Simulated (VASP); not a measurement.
Input of a VASP 6.6.1 run:

The input INCAR:

```
SYSTEM = Ga
PREC = Accurate
ENCUT = 500
EDIFF = 1E-6
ISMEAR = -1
SIGMA = 0.08
LREAL = .False.
LASPH = .True.
NELM = 200
ALGO = Normal
ISIF = 2
LWAVE = .False.
LCHARG = .False.
MAGMOM = 0 0 0 0 0 0
LORBIT = 11
LSORBIT = .True.
GGA_COMPAT = .False.
LORBMOM = .True.
GGA = PE
NBANDS = 38
```

KPOINTS

```
regular mesh
0
Gamma
  12 12 10
  0 0 0
```

The input POSCAR:

```
Ga
1.0
    1.4500000000     -4.0650000000      0.0000000000
    1.4500000000      4.0650000000      0.0000000000
    0.0000000000      0.0000000000      3.1700000000
Ga
2
Direct
    0.8670000000      0.1330000000      0.2500000000
    0.1330000000      0.8670000000      0.7500000000
```

Potentials or basis: VASP PAW PBE potentials, release 64 (Ga_d).

Command:

```sh
$ cat potpaw_PBE.64/Ga_d/POTCAR > POTCAR
$ mpirun -np 1 vasp_ncl > vasp.out
```

Question: Estimate the pressure.

Answer: 1.6 GPa.

Question: Predict the largest force.

Answer: 0.197 eV/Å.

Moments on the atoms (μB; x, y, z):
```
Ga  0.00 0.00 0.00
Ga  0.00 0.00 0.00
```
